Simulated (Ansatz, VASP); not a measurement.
# ZnCu in VASP and in Ansatz

Contents of INCAR:

```
ALGO     = Fast           # electronic algorithm
EDIFF    = 1E-6           # SCF threshold, eV
ENCUT    = 520            # plane-wave cutoff, eV
GGA      = PS             # functional
ISIF     = 2              # what is computed and relaxed
ISMEAR   = 0              # smearing method
LASPH    = True           # aspherical terms in the spheres
LCHARG   = False          # write CHGCAR
LREAL    = False          # projectors in reciprocal space
LWAVE    = False          # write WAVECAR
NBANDS   = 18             # bands
NELM     = 60             # most SCF steps
PREC     = Accurate       # precision mode
SIGMA    = 0.15           # smearing width, eV
```

The input KPOINTS:

```
k-points
0
Gamma
  16 16 16
```

File POSCAR:

```
ZnCu
1.0
    2.9450000000      0.0000000000      0.0000000000
    0.0000000000      2.9450000000      0.0000000000
    0.0000000000      0.0000000000      2.9450000000
Zn Cu
1 1
Direct
    0.5294066351      0.5294066351      0.5294066351
    0.0000000000      0.0000000000      0.0000000000
```

Input for Ansatz:

```yaml
crystal:
  lattice:
    - [2.945, 0.0, 0.0]
    - [0.0, 2.945, 0.0]
    - [0.0, 0.0, 2.945]
  atoms:
    - { symbol: Zn, position: [0.5294066351, 0.5294066351, 0.5294066351] }
    - { symbol: Cu, position: [0.0, 0.0, 0.0] }
basis:
  ecutwfc: 420
kpoints:
  mp_grid: { grid: [16, 16, 16] }
hamiltonian:
  xc: pbesol
scf:
  occupations: { method: gaussian, width: 0.15 }
output:
  forces: true
  stress: true
  eigenvalues: true
```

Change from the starting cell: all Zn atoms moved -0.150 Å, as atom 1 towards its neighbour atom 2 (Cu) at 2.550 Å.

Alike in both runs: task single point; functional PBEsol; k mesh 16 × 16 × 16; occupations gaussian, width 0.15 eV; no spin polarisation.

```csv
,VASP,Ansatz
version,VASP 6.6.1,Ansatz 0.2.0
potentials or method,"VASP PAW PBE potentials, release 64 (Zn, Cu), cutoff 520 eV","scalar-relativistic, plane waves, PAW"
valence electrons in the cell,23,31
```

VASP gave:

- gap on the k mesh at the Fermi level (eV): none
- pressure (GPa): -3.1
- traceless stress, the component that is largest in VASP (GPa): 0.88
- rms of the force components (eV/Å): 0.414

What did Ansatz give for the same quantities?

gap on the k mesh at the Fermi level (eV): none; pressure (GPa): -3.4; traceless stress, the component that is largest in VASP (GPa): 0.86; rms of the force components (eV/Å): 0.408.

VASP's potentials were made for PBE, not for PBEsol. Atom by atom the forces differ by 0.007 eV/Å (rms over components). A gap of «none» marks a metal or a gap that the smearing closes. VASP's potentials hold 23 valence electrons a cell and Ansatz's 31, so a difference there can come from the potentials and not from the codes.
